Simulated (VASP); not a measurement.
Runs of VASP 6.6.1 on Co. It takes space group Fm-3m (No. 225, cubic). The conventional cell has a = 3.596 Å, b = 3.596 Å, c = 3.596 Å, α = 90.00°, β = 90.00°, γ = 90.00°. Within 3.4 Å of Co (site symmetry m-3m) lie 12 Co at 2.54 Å. 

| spin | gap on the mesh (eV) | pressure (GPa) | moment (μB) |
| --- | --- | --- | --- |
| off | none | (a) | - |
| collinear, antiferromagnetic start | none | -24.9 | 0.00 |
| collinear | none | -24.9 | 0.00 |
| collinear, ferromagnetic start | none | -20.1 | 3.41 |

Alike in all rows: task single point; level PBEsol; potentials or basis VASP PAW PBE potentials, release 64 (Co); cell as given; k mesh 12 × 12 × 6; cutoff (eV) 520; smearing fermi-dirac 0.1 eV.

Problem. Estimate the missing entries.

Solution. (a) -31.2.

Caveats: the PAW data sets were made with another functional, which shifts forces and pressure a little.

A gap of «none» marks levels without a gap at the run's occupations.
